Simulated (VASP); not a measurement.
# MgO: single point with r2SCAN

Crystal: MgO.

```
CELL_PARAMETERS angstrom
0.05073 2.15290 2.15290
2.15290 0.05073 2.15290
2.15290 2.15290 0.05073
ATOMIC_POSITIONS crystal
Mg 0.00000 0.00000 0.00000
O 0.50000 0.50000 0.50000
```

This cell differs from its parent crystal: strain along [111] +3.6%.

```yaml
Program: VASP 6.6.1
Task: single point
Functional: r2SCAN
Potentials_or_basis: VASP PAW PBE potentials, release 64 (Mg_sv, O)
Cutoff: 660 eV
k_mesh: 10 × 10 × 10
Occupations: gaussian, width 0.01 eV
Spin: no spin polarisation
Dipole_correction: no
Second_run: valence_matched
Further_INCAR_settings: ALGO = Normal; EDIFF = 1e-06; NBANDS = 15
```

```json
{"Pressure": "-5.7 GPa", "Band gap on the k mesh": "5.24 eV, direct"}
```

Stress tensor (GPa, compression positive):
```
-5.71 -3.85 -3.85
-3.85 -5.71 -3.85
-3.85 -3.85 -5.71
```

Levels at points of the mesh, in eV from the valence-band top:
| k point | band 4 | band 5 | band 6 | band 7 | band 8 | band 9 | band 10 | band 11 | band 12 | band 13 |
| --- | --- | --- | --- | --- | --- | --- | --- | --- | --- | --- |
| (0.00, 0.00, 0.00) | -40.28 | -18.13 | -0.28 | 0.00 | 0.00 | 5.24 | 15.94 | 16.93 | 16.93 | 20.57 |
| (0.50, 0.00, 0.00) | -40.29 | -16.90 | -4.51 | -0.88 | -0.69 | 8.44 | 13.52 | 16.73 | 17.16 | 21.83 |
| (0.50, 0.50, 0.00) | -40.30 | -16.73 | -4.05 | -1.55 | -1.27 | 9.81 | 10.84 | 13.86 | 19.68 | 20.12 |
| (0.50, 0.50, 0.50) | -40.30 | -17.01 | -4.68 | -0.58 | -0.58 | 8.78 | 12.99 | 17.62 | 17.62 | 22.30 |

It took 2.5 min on 1 thread of Intel(R) Xeon(R) Platinum 8488C (Sapphire Rapids), with other jobs on the host, peak memory 0.19 GiB.

Caveat: the cell differs from its parent crystal (strain along [111] +3.6%); the PAW data sets were made with another functional, which shifts forces and pressure a little.
